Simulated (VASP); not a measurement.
Write the native input for VASP 6.6.1 that does the following.

| Item | Value |
| --- | --- |
| Task | single point |
| Functional | PBE |
| Potentials or basis | VASP PAW PBE potentials, release 64 (Co, O) |
| Cutoff | 520 eV |
| k mesh | 9 × 9 × 9 |
| Occupations | fermi-dirac, width 0.02 eV |
| Spin | collinear spin, ferromagnetic start |
| Starting moments | [4.52, 0.0] μB |
| Fixed moment | 4.52 μB |
| Hubbard terms | Co d U = 4.8 eV |
| Dipole correction | no |
| Further INCAR settings | ALGO = Normal; EDIFF = 1e-06; NBANDS = 18 |

The structure of CoO lies in POSCAR:

```
CoO
1.0
    0.0000000000      2.1315000000      2.1315000000
    2.1315000000      0.0000000000      2.1315000000
    2.1315000000      2.1315000000      0.0000000000
Co O
1 1
Direct
    0.0000000000      0.0000000000      0.0000000000
    0.5000000000      0.5000000000      0.5000000000
```

These files were run (other wordings do the same):

INCAR

```
SYSTEM = CoO
ALGO = Normal
EDIFF = 1E-6
ENCUT = 520
GGA = PE
ISIF = 2
ISMEAR = -1
ISPIN = 2
LASPH = .True.
LCHARG = .True.
LDAU = .True.
LDAUJ = 0 0
LDAUL = 2 -1
LDAUPRINT = 1
LDAUTYPE = 2
LDAUU = 4.8 0
LELF = .True.
LMAXMIX = 4
LORBIT = 11
LREAL = .False.
LVHAR = .True.
LWAVE = .False.
MAGMOM = 4.52 0
NBANDS = 18
NELM = 150
NUPDOWN = 4.52
PREC = Accurate
SIGMA = 0.02
```

KPOINTS

```
k-points
0
Gamma
  9 9 9
  0 0 0
```

Potentials or basis: VASP PAW PBE potentials, release 64 (Co, O).

Launch:

```bash
$ cat potpaw_PBE.64/Co/POTCAR potpaw_PBE.64/O/POTCAR > POTCAR
$ mpirun -np 1 vasp_std > vasp.out
```

Results of the run:

- Pressure: 32.2 GPa
- Net moment: 4.52 μB per cell
- Site moments: Co +3.51; O +0.69 μB
- Valence electrons inside the program's atomic spheres: Co 7.66; O 4.96

Caveat: the cell stands under pressure; the total moment is fixed, so each spin has its own Fermi level; a cell with one magnetic atom can't hold antiferromagnetic order, which such compounds often take.

Wall time 26 s on 1 thread of Intel(R) Xeon(R) 6975P-C (Granite Rapids), with other jobs on the host, peak memory 0.15 GiB.
